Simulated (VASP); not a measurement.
Set up this calculation in VASP 6.6.1, as the native input.

- Task: single point
- Functional: PBEsol
- Potentials or basis: VASP PAW PBE potentials, release 64 (K_sv, Cl)
- Cutoff: 500 eV
- k mesh: 7 × 7 × 7
- Occupations: fermi-dirac, width 0.05 eV
- Spin: no spin polarisation
- Dipole correction: no
- Further INCAR settings: ALGO = Normal; EDIFF = 1e-06; NBANDS = 15

The structure of KCl (Sylvite) lies in POSCAR:

```
KCl
1.0
    0.0000000000      2.8494384841      2.8494384841
    2.8494384841      0.0000000000      2.8494384841
    2.8494384841      2.8494384841      0.0000000000
K Cl
1 1
Direct
    0.0000000000      0.0000000000      0.0000000000
    0.5000000000      0.5000000000      0.5000000000
```

These files were run (other wordings do the same):

INCAR

```
PREC = Accurate
ENCUT = 500
EDIFF = 1E-6
ISMEAR = -1
SIGMA = 0.05
LREAL = F
LASPH = T
NELM = 120
ALGO = Normal
ISIF = 2
LWAVE = F
LCHARG = F
GGA = PS
NBANDS = 15
GGA_COMPAT = F
```

KPOINTS

```
Automatic mesh
0
Gamma
  7 7 7
```

Potentials or basis: VASP PAW PBE potentials, release 64 (K_sv, Cl).

Launch:

```sh
$ cat potpaw_PBE.64/K_sv/POTCAR potpaw_PBE.64/Cl/POTCAR > POTCAR
$ mpirun -np 1 vasp_std > vasp.out
```

It gave:

```json
{
 "Pressure": "10.2 GPa",
 "Band gap on the k mesh": "5.93 eV, indirect (least direct gap 6.17 eV)"
}
```

Caveat: the PAW data sets were made with another functional, which shifts forces and pressure a little.

It took 6.7 s on 1 thread of Intel(R) Xeon(R) 6975P-C (Granite Rapids) (shared host), peak memory 0.16 GiB.
